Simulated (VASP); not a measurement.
**GaSb: electric field gradients with PBE**

Crystal: GaSb.

```
CELL_PARAMETERS angstrom
0.00000 3.12018 3.05900
3.12018 0.00000 3.05900
3.12018 3.12018 0.00000
ATOMIC_POSITIONS crystal
Ga 0.00000 0.00000 0.00000
Sb 0.75000 0.75000 0.75000
```

This cell differs from its parent crystal: x and y stretched by +2 %, z held.

```yaml
Program: VASP 6.6.1
Task: electric field gradients
Functional: PBE
Potentials_or_basis: VASP PAW PBE potentials, release 64 (Ga_d, Sb)
Cutoff: 520 eV
k_mesh: 12 × 12 × 12
Occupations: fermi-dirac, width 0.08 eV
Spin: no spin polarisation
Dipole_correction: no
Further_INCAR_settings: ALGO = Normal; EDIFF = 1e-08; NBANDS = 16
```

* Pressure: 0.4 GPa
* Band gap on the k mesh: 0.11 eV
* Largest electric field gradient by atom: Ga +2.4; Sb -3.9 V/Å²

Stress tensor (GPa, compression positive):
```
0.13 0.00 0.00
0.00 0.13 0.00
0.00 0.00 0.92
```

Levels at points of the mesh, in eV from the valence-band top:
```
           k point  band 7  band 8  band 9  band 10  band 11  band 12
(0.00, 0.00, 0.00)   -0.21    0.00    0.00     0.11     2.79     2.84
(0.50, 0.00, 0.00)   -6.14   -1.13   -0.98     0.36     3.73     3.84
(0.50, 0.50, 0.00)   -6.54   -2.48   -2.48     0.89     1.29     8.47
(0.50, 0.00, 0.50)   -6.63   -2.37   -2.35     1.03     1.40     8.43
```

Electric field gradients, principal values (V/Å²):
```tsv
atom	least	middle	greatest (by size)
1 Ga	-1.194	-1.196	2.390
2 Sb	1.932	1.932	-3.864
```

It took 3.6 min on 1 thread of AMD EPYC 7R43 64-Core Processor (Zen 3), with other jobs on the host, peak memory 0.26 GiB.

Caveat: the cell differs from its parent crystal (x and y stretched by +2 %, z held); the smearing spreads over this small gap; semilocal functionals underestimate gaps, and a narrow one can read as zero; without QUAD_EFG the Cq values of the log hold for a quadrupole moment of 1 mb, not for the nuclei; spin-orbit coupling is left out, which moves the levels of the heavy elements. A k mesh can miss the band edges.
